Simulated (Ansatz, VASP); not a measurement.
## Two plane-wave programs on Ca

Contents of INCAR:

```
SYSTEM = Ca
ALGO     = Fast           ! electronic algorithm
EDIFF    = 1E-6           ! SCF threshold, eV
ENCUT    = 520            ! plane-wave cutoff, eV
GGA      = CA             ! functional
ISIF     = 2              ! what is computed and relaxed
ISMEAR   = 0              ! smearing method
LASPH    = .TRUE.         ! aspherical terms in the spheres
LCHARG   = .FALSE.        ! write CHGCAR
LREAL    = .FALSE.        ! projectors in reciprocal space
LWAVE    = .FALSE.        ! write WAVECAR
NBANDS   = 11             ! bands
NELM     = 60             ! most SCF steps
PREC     = Accurate       ! precision mode
SIGMA    = 0.15           ! smearing width, eV
```

KPOINTS

```
k-points
0
G
  16 16 16
  0 0 0
```

File POSCAR:

```
Ca
1.0
   -2.2400000000      2.2400000000      2.2624000000
    2.2400000000     -2.2400000000      2.2624000000
    2.2400000000      2.2400000000     -2.2624000000
Ca
1
Direct
    0.0000000000      0.0000000000      0.0000000000
```

Input for Ansatz:

```yaml
crystal:
  lattice:
    - [-2.24, 2.24, 2.2624]
    - [2.24, -2.24, 2.2624]
    - [2.24, 2.24, -2.2624]
  atoms:
    - { symbol: Ca, position: [0.0, 0.0, 0.0] }
basis:
  ecutwfc: 420
kpoints:
  mp_grid: { grid: [16, 16, 16] }
hamiltonian:
  xc: lda
scf:
  occupations: { method: gaussian, width: 0.15 }
output:
  forces: true
  stress: true
  eigenvalues: true
```

Change from the starting cell: strain +0.0100 x Voigt [0, 0, 1, 0, 0, 0], atoms carried along.

Alike in both runs: task single point; functional LDA; k mesh 16 × 16 × 16; occupations gaussian, width 0.15 eV; no spin polarisation.

```csv
,VASP,Ansatz
version,VASP 6.6.1,Ansatz 0.2.0
potentials or method,"VASP PAW LDA potentials, release 64 (Ca_sv), cutoff 520 eV","scalar-relativistic, plane waves, PAW"
valence electrons in the cell,10,10
```

|  | VASP | Ansatz | Ansatz less VASP |
| --- | --- | --- | --- |
| gap on the k mesh at the Fermi level (eV) | none | none | - |
| pressure (GPa) | -2.6 | -2.6 | 0.00 |

LDA's correlation is that of Perdew and Zunger in VASP and of Perdew and Wang (1992) in Ansatz. A gap of «none» marks a metal or a gap that the smearing closes. Ansatz's warnings: level index not settled.
